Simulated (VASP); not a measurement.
# ZnS (F-43m) in VASP: notebook

ZnS is run at these levels: PBEsol; tasks: electric field gradients, vibrations by perturbation theory.

All numbers are computed with VASP 6.6.1; they aren't measurements. Logs are shortened: lines on timing, memory, paths and dates and some standing lists are left out, and cuts for length are marked.

**Experimental background.**

“Electronic, vibrational, and thermodynamic properties of ZnS (zincblende and rocksalt structure)”, 2009, arxiv:0911.5022 quotes, for a bulk crystal of ZnS at 19 K: band gap 3.85 eV (direct).

How close the calculation comes is told below.

### Step 1. The cell of the first run

The structure is cubic, space group F-43m (No. 216). The conventional cell has a = 5.356 Å, b = 5.356 Å, c = 5.356 Å, α = 90.00°, β = 90.00°, γ = 90.00°. Within 3.1 Å of Zn (site symmetry -43m) lie 4 S at 2.32 Å. S (site symmetry -43m) has 4 Zn at 2.32 Å within 3.1 Å.

### Step 2. Electric field gradients, PBEsol

The input, INCAR:

```
ALGO     = Normal         # electronic algorithm
EDIFF    = 1E-8           # SCF threshold, eV
ENCUT    = 520            # plane-wave cutoff, eV
GGA      = PS             # functional
ISIF     = 2              # what is computed and relaxed
ISMEAR   = 0              # smearing method
LASPH    = T              # aspherical terms in the spheres
LCHARG   = F              # write CHGCAR
LEFG     = T            
LREAL    = F              # projectors in reciprocal space
LWAVE    = F              # write WAVECAR
NBANDS   = 16             # bands
NELM     = 100            # most SCF steps
PREC     = Accurate       # precision mode
SIGMA    = 0.05           # smearing width, eV
```

The input, KPOINTS:

```
k-points
0
Gamma
  10 10 10
```

The input, POSCAR:

```
ZnS
1.0
    0.0000000000      2.6781770825      2.6781770825
    2.6781770825      0.0000000000      2.6781770825
    2.6781770825      2.6781770825      0.0000000000
Zn S
1 1
Direct
    0.0000000000      0.0000000000      0.0000000000
    0.7500000000      0.7500000000      0.7500000000
```

Potentials or basis: VASP PAW PBE potentials, release 64 (Zn, S).

On the command line:

```
$ cat potpaw_PBE.64/Zn/POTCAR potpaw_PBE.64/S/POTCAR > POTCAR
$ mpirun -np 1 vasp_std > vasp.out
```

OUTCAR:

```text
EDIFF = 1E-8
   ENCUT = 520
   GGA = PS
   ISIF = 2
   ISMEAR = 0
   LASPH = T
   LREAL = F
   NELM = 100
   PREC = Accurate

 ion  position               nearest neighbor table
   1  0.000  0.000  0.000-   2 2.32   2 2.32   2 2.32   2 2.32
   2  0.750  0.750  0.750-   1 2.32   1 2.32   1 2.32   1 2.32

  LATTYP: Found a face centered cubic cell.
 ALAT       =     5.3563541650

  Lattice vectors:

 A1 = (   0.0000000000,   2.6781770825,   2.6781770825)
 A2 = (   2.6781770825,   0.0000000000,   2.6781770825)
 A3 = (   2.6781770825,   2.6781770825,   0.0000000000)

Analysis of symmetry for initial positions (statically):
=====================================================================
 Subroutine PRICEL returns:
 Original cell was already a primitive cell.

 Routine SETGRP: Setting up the symmetry group for a
 face centered cubic supercell.

 Subroutine GETGRP returns: Found 24 space group operations
 (whereof 24 operations were pure point group operations)
 out of a pool of 48 trial point group operations.

The static configuration has the point symmetry T_d .

Analysis of symmetry for dynamics (positions and initial velocities):
=====================================================================
 Subroutine PRICEL returns:
 Original cell was already a primitive cell.

 Routine SETGRP: Setting up the symmetry group for a
 face centered cubic supercell.

 Subroutine GETGRP returns: Found 24 space group operations
 (whereof 24 operations were pure point group operations)
 out of a pool of 48 trial point group operations.

The dynamic configuration has the point symmetry T_d .

 Subroutine INISYM returns: Found 24 space group operations
 (whereof 24 operations are pure point group operations),
 and found     1 'primitive' translations

----------------------------------------------------------------------------------------

                                     Primitive cell

  volume of cell :      38.4192

  direct lattice vectors                    reciprocal lattice vectors
     0.000000000  2.678177082  2.678177082    -0.186694152  0.186694152  0.186694152
     2.678177082  0.000000000  2.678177082     0.186694152 -0.186694152  0.186694152
     2.678177082  2.678177082  0.000000000     0.186694152  0.186694152 -0.186694152

  length of vectors
     3.787514353  3.787514353  3.787514353     0.323363757  0.323363757  0.323363757

  position of ions in fractional coordinates (direct lattice)
     0.000000000  0.000000000  0.000000000
     0.750000000  0.750000000  0.750000000

  ion indices of the primitive-cell ions
   primitive index   ion index
                 1           1
                 2           2

----------------------------------------------------------------------------------------

 KPOINTS: k-points

Automatic generation of k-mesh.
 Grid dimensions read from file:
 generate k-points for:   10   10   10

 Generating k-lattice:

  Cartesian coordinates                     Fractional coordinates (reciprocal lattice)
    -0.018669415  0.018669415  0.018669415     0.100000000  0.000000000  0.000000000
     0.018669415 -0.018669415  0.018669415     0.000000000  0.100000000  0.000000000
     0.018669415  0.018669415 -0.018669415     0.000000000  0.000000000  0.100000000

  Length of vectors
     0.032336376  0.032336376  0.032336376

  Shift w.r.t. Gamma in fractional coordinates (k-lattice)
     0.000000000  0.000000000  0.000000000

 Subroutine IBZKPT returns following result:
 ===========================================

 Found     47 irreducible k-points:

 Following reciprocal coordinates:
            Coordinates               Weight
  0.000000  0.000000  0.000000      1.000000
  0.100000  0.000000  0.000000      8.000000
  0.200000  0.000000  0.000000      8.000000
  0.300000  0.000000  0.000000      8.000000
  0.400000  0.000000  0.000000      8.000000
  0.500000  0.000000  0.000000      4.000000
[... 16 lines left out ...]
  0.300000  0.300000  0.000000      6.000000
  0.400000  0.300000  0.000000     24.000000
 [... further k-points ...]
   k-points           NKPTS =     47   k-points in BZ     NKDIM =     47   number of bands    NBANDS=     16
   number of dos      NEDOS =    301   number of ions     NIONS =      2
   total plane-waves  NPLWV =  21952
   dimension x,y,z NGX =    28 NGY =   28 NGZ =   28
   dimension x,y,z NGXF=    56 NGYF=   56 NGZF=   56
   ions per type =               1   1
   NGX,Y,Z   is equivalent  to a cutoff of  12.29, 12.29, 12.29 a.u.
   NGXF,Y,Z  is equivalent  to a cutoff of  24.58, 24.58, 24.58 a.u.
 SYSTEM =  unknown system
   PREC   = accura    normal or accurate (medium, high low for compatibility)
   ISTART =      0    job   : 0-new  1-cont  2-samecut
   ICHARG =      2    charge: 1-file 2-atom 10-const
   ISPIN  =      1    spin polarized calculation?
   LNONCOLLINEAR =      F non collinear calculations
   LSORBIT =      F    spin-orbit coupling
   LASPH  =      T    aspherical Exc in radial PAW
   ENCUT  =  520.0 eV  38.22 Ry    6.18 a.u.   7.04  7.04  7.04*2*pi/ulx,y,z
   NELM   =    100;   NELMIN=  2; NELMDL= -5     # of ELM steps
   EDIFF  = 0.1E-07   stopping-criterion for ELM
   LREAL  =      F    real-space projection
   EDIFFG = 0.1E-06   stopping-criterion for IOM
   NSW    =      0    number of steps for IOM
   IBRION =     -1    ionic relax: 0-MD 1-quasi-New 2-CG
   NFREE  =      0    steps in history (QN), initial steepest desc. (CG)
   ISIF   =      2    stress and relaxation
   ISYM   =      2    0-nonsym 1-usesym 2-fastsym
   POTIM  = 0.5000    time-step for ionic-motion
   TEBEG  =    0.0;   TEEND  =   0.0 temperature during run
   PSTRESS=    0.0 pullay stress
   NELECT =      18.0000    total number of electrons
   NUPDOWN=      -1.0000    fix difference up-down
   EMIN   =  10.00;   EMAX   =-10.00  energy-range for DOS
   EFERMI =   0.00;   METHOD = LEGACY
   ISMEAR =     0;   SIGMA  =   0.05  broadening in eV -4-tet -1-fermi 0-gaus
   EFERMI_NEDOS =   21; number of points for ismear=-14 and -15
   IALGO  =     38    algorithm
   IMIX   =      4    mixing-type and parameters
     AMIX     =   0.40;   BMIX     =  1.00
     AMIX_MAG =   1.60;   BMIX_MAG =  1.00
  volume/ion in A,a.u.               =      19.21       129.63
  Fermi-wavevector in a.u.,A,eV,Ry     =   1.271500  2.402787 21.996707  1.616712
  Thomas-Fermi vector in A             =   2.404430
   LORBIT       =      0    0 simple, 1 ext, 2 COOP (PROOUT), +10 PAW based schemes
   GGA     = PS    functional components
   LHFCALC =     F    Hartree Fock is set to
   AEXX    =    0.0000 exact exchange contribution
   IVDW    =     0    specifies the selected vdW correction
   LEPSILON=     F    determine dielectric tensor
   LRPA    =     F    only Hartree local field effects (RPA)
 non-spin polarized calculation
 Gauss-broadening in eV      SIGMA  =   0.05
  energy-cutoff  :      520.00
  volume of cell :       38.42
 maximum number of plane-waves:      1056
   NGX = 15   NGY = 15   NGZ = 15

 number of electron      18.0000016 magnetization

 Free energy of the ion-electron system (eV)
  ---------------------------------------------------
  ext. energy  EPLUGINS =         0.00000000
  ---------------------------------------------------
  free energy    TOTEN  =        -7.58892075 eV

  energy without entropy =       -7.58892075  energy(sigma->0) =       -7.58892075

 E-fermi :   2.5142     XC(G=0):  -9.9750

 val. band max:        2.2649205561   @ k =   0.0000   0.0000   0.0000
 cond. band min:       4.3582555180   @ k =   0.0000   0.0000   0.0000
 fundamental gap:      2.0933349619
 Fermi energy:         2.5142429232

 k-point     1 :       0.0000    0.0000    0.0000
  band No.  band energies     occupation
      1     -11.0803      2.00000
      2      -4.2177      2.00000
      3      -4.2177      2.00000
      4      -4.2177      2.00000
      5      -3.6866      2.00000
      6      -3.6866      2.00000
[... 8 lines left out ...]
     15      14.0320      0.00000
     16      14.0534      0.00000

 k-point     2 :       0.1000    0.0000    0.0000
  band No.  band energies     occupation
      1     -10.9999      2.00000
      2      -4.2205      2.00000
      3      -4.2031      2.00000
      4      -4.2031      2.00000
      5      -3.6880      2.00000
      6      -3.6880      2.00000
[... 8 lines left out ...]
     15      13.5526      0.00000
     16      14.6518      0.00000

 k-point     3 :       0.2000    0.0000    0.0000
  band No.  band energies     occupation
      1     -10.7776      2.00000
      2      -4.2099      2.00000
      3      -4.1669      2.00000
      4      -4.1669      2.00000
      5      -3.6882      2.00000
      6      -3.6882      2.00000
[... 8 lines left out ...]
     15      13.1100      0.00000
     16      14.6460      0.00000

 k-point     4 :       0.3000    0.0000    0.0000
  band No.  band energies     occupation
      1     -10.4740      2.00000
      2      -4.1302      2.00000
      3      -4.1284      2.00000
      4      -4.1284      2.00000
      5      -3.6794      2.00000
      6      -3.6794      2.00000
[... 8 lines left out ...]
     15      13.4950      0.00000
     16      14.0692      0.00000
[... 324 lines left out ...]
 k-point    22 :      -0.2000    0.2000    0.0000
  band No.  band energies     occupation
      1     -10.3713      2.00000
      2      -4.1284      2.00000
      3      -4.1019      2.00000
      4      -4.0963      2.00000
      5      -3.7108      2.00000
      6      -3.6463      2.00000
[... 8 lines left out ...]
     15      15.1670      0.00000
     16      16.8715      0.00000

 k-point    23 :       0.3000    0.3000    0.0000
  band No.  band energies     occupation
      1     -10.2705      2.00000
      2      -4.2957      2.00000
      3      -4.0054      2.00000
      4      -4.0054      2.00000
      5      -3.7234      2.00000
      6      -3.6331      2.00000
[... 8 lines left out ...]
     15      15.1253      0.00000
     16      18.9587      0.00000

 k-point    24 :       0.4000    0.3000    0.0000
  band No.  band energies     occupation
      1     -10.0529      2.00000
      2      -4.2639      2.00000
      3      -3.9574      2.00000
      4      -3.9495      2.00000
      5      -3.6665      2.00000
      6      -3.6249      2.00000
[... 8 lines left out ...]
     15      15.6871      0.00000
     16      18.2060      0.00000

 [... further k-points ...]
[... 5 lines left out ...]
  --------------------------------------------------------------------------------------
  -------------------------------------------------------------------------------------
  Total        0.0487465      0.0487465      0.0487465     -0.0000000      0.0000000      0.0000000
  in kB        2.0328541      2.0328541      2.0328541     -0.0000000      0.0000000      0.0000000
  external PRESSURE =       2.0328541 kB  Pullay stress =       0.0000000 kB

 VOLUME and BASIS-vectors are now :
 -----------------------------------------------------------------------------
  energy-cutoff  :      520.00
  volume of cell :       38.42
      direct lattice vectors                 reciprocal lattice vectors
     0.000000000  2.678177082  2.678177082    -0.186694152  0.186694152  0.186694152
     2.678177082  0.000000000  2.678177082     0.186694152 -0.186694152  0.186694152
     2.678177082  2.678177082  0.000000000     0.186694152  0.186694152 -0.186694152

 POSITION                                       TOTAL-FORCE (eV/Angst)
 -----------------------------------------------------------------------------------
      0.00000      0.00000      0.00000         0.000000     -0.000000      0.000000
      4.01727      4.01727      4.01727        -0.000000      0.000000     -0.000000
 -----------------------------------------------------------------------------------
    total drift:                               -0.000002     -0.000002     -0.000002

  FREE ENERGIE OF THE ION-ELECTRON SYSTEM (eV)
  ---------------------------------------------------
  free  energy   TOTEN  =        -7.5889207469 eV

  energy  without entropy=       -7.5889207469  energy(sigma->0) =       -7.58892075

 Electric field gradients (V/A^2)
---------------------------------------------------------------------
 ion       V_xx      V_yy      V_zz      V_xy      V_xz      V_yz
---------------------------------------------------------------------
   1       0.000     0.000     0.000    -0.001    -0.001    -0.001
   2       0.000    -0.000     0.000    -0.000    -0.000    -0.000
---------------------------------------------------------------------

 Electric field gradients after diagonalization (V/A^2)
 (convention: |V_zz| > |V_xx| > |V_yy|)
----------------------------------------------------------------------
 ion       V_xx      V_yy      V_zz     asymmetry (V_yy - V_xx)/ V_zz
----------------------------------------------------------------------
   1       0.001     0.001    -0.003       0.000
   2       0.000     0.000    -0.001       0.000
----------------------------------------------------------------------

           NMR quadrupolar parameters

 Cq : quadrupolar parameter    Cq=e*Q*V_zz/h
 eta: asymmetry parameters     (V_yy - V_xx)/ V_zz
 Q  : nuclear electric quadrupole moment in mb (millibarn)
----------------------------------------------------------------------
 ion       Cq(MHz)       eta       Q (mb)
----------------------------------------------------------------------
   1      -0.000       0.000       1.000
   2      -0.000       0.000       1.000
----------------------------------------------------------------------
```

Run time: 19 s. Hardware: 1 thread of Intel Xeon Platinum 8488C (Sapphire Rapids), shared host; peak memory 0.16 GiB.

What came out:

| Quantity | Value |
| --- | --- |
| Free energy | -7.5889 eV |
| Pressure | 0.2 GPa |
| Band gap on the k mesh | 2.09 eV |
| Largest electric field gradient by atom | zero within the noise of the run |

Levels at points of the mesh, in eV from the valence-band top:
```
           k point  band 7  band 8  band 9  band 10  band 11  band 12
(0.00, 0.00, 0.00)    0.00    0.00    0.00     2.09     6.29     6.29
(0.50, 0.00, 0.00)   -5.54   -0.92   -0.92     3.25     6.82     6.82
(0.50, 0.50, 0.00)   -4.71   -2.35   -2.35     3.18     3.96    11.02
```

Caveat: the PAW data sets were made with another functional, which shifts forces and pressure a little.

### Step 3. Vibrations by perturbation theory, PBEsol

The input, INCAR:

```
SYSTEM = ZnS
PREC = Accurate ; ENCUT = 520
EDIFF = 1E-8 ; ISMEAR = 0
SIGMA = 0.05 ; LREAL = .FALSE.
LASPH = .TRUE. ; NELM = 100
ALGO = Normal ; ISIF = 2
LWAVE = .FALSE. ; LCHARG = .FALSE.
GGA = PS ; NBANDS = 16
IBRION = 8 ; NSW = 1
```

The input, KPOINTS:

```
Automatic mesh
0
G
  9 9 9
  0 0 0
```

POSCAR is that of step 2.

Potentials or basis: VASP PAW PBE potentials, release 64 (Zn, S).

On the command line:

```
$ cat potpaw_PBE.64/Zn/POTCAR potpaw_PBE.64/S/POTCAR > POTCAR
$ mpirun -np 1 vasp_std > vasp.out
```

OUTCAR:

```text
SYSTEM = ZnS
   PREC = Accurate
   ENCUT = 520
   EDIFF = 1E-8
   ISMEAR = 0
   LREAL = .FALSE.
   LASPH = .TRUE.
   NELM = 100
   ISIF = 2
   GGA = PS
   IBRION = 8
   NSW = 1

 ion  position               nearest neighbor table
   1  0.000  0.000  0.000-   2 2.32   2 2.32   2 2.32   2 2.32
   2  0.750  0.750  0.750-   1 2.32   1 2.32   1 2.32   1 2.32

  LATTYP: Found a face centered cubic cell.
 ALAT       =     5.3563541650
[... 713 lines left out ...]
 ------------------------------------
               1X          1Y          1Z          2X          2Y          2Z
  1X    -6.214554    0.000000    0.000000    6.214554    0.000000    0.000000
  1Y     0.000000   -6.214554    0.000000    0.000000    6.214554    0.000000
  1Z     0.000000    0.000000   -6.214554    0.000000    0.000000    6.214554
  2X     6.178842    0.000000    0.000000   -6.178842    0.000000    0.000000
  2Y     0.000000    6.178842    0.000000    0.000000   -6.178842    0.000000
  2Z     0.000000    0.000000    6.178842    0.000000    0.000000   -6.178842

 Eigenvectors and eigenvalues of the dynamical matrix
 ----------------------------------------------------

   1 f  =    8.385780 THz    52.689409 2PiTHz  279.719510 cm-1    34.680784 meV
             X         Y         Z           dx          dy          dz
      0.000000  0.000000  0.000000    -0.574721    0.000000   -0.000000
      4.017266  4.017266  4.017266     0.818349    0.000000   -0.000000
[... 21 lines left out ...]
   6 f/i=    0.011365 THz     0.071406 2PiTHz    0.379083 cm-1     0.047000 meV
             X         Y         Z           dx          dy          dz
      0.000000  0.000000  0.000000    -0.062118   -0.633244   -0.514624
      4.017266  4.017266  4.017266    -0.043625   -0.444724   -0.361417

--------------------------------------------------------------------------------------------------------

 ELASTIC MODULI CONTR FROM IONIC RELAXATION (kBar)
 Direction    XX          YY          ZZ          XY          YZ          ZX
 --------------------------------------------------------------------------------
 XX          -0.0000      0.0000      0.0000     -0.0000      0.0000     -0.0000
 YY           0.0000     -0.0000      0.0000     -0.0000     -0.0000      0.0000
 ZZ           0.0000      0.0000     -0.0000      0.0000     -0.0000     -0.0000
 XY          -0.0000     -0.0000      0.0000   -240.6763      0.0000      0.0000
 YZ           0.0000     -0.0000     -0.0000      0.0000   -240.6763      0.0000
 ZX          -0.0000      0.0000     -0.0000      0.0000      0.0000   -240.6763
 --------------------------------------------------------------------------------
```

Wall time 2.1 min (1 thread of Intel Xeon Platinum 8488C (Sapphire Rapids), shared host); peak memory 0.3 GiB.

What came out:

* Highest phonon frequency at Γ, LO-TO splitting left out: 280 cm⁻¹

Phonon frequencies in cm⁻¹ (negative: imaginary):
| q point | frequencies |
| --- | --- |
| (0.000, 0.000, 0.000) | 0 0 0 280 280 280 |

Caveat: the PAW data sets were made with another functional, which shifts forces and pressure a little.

(Part 1 of 2 ends here.)
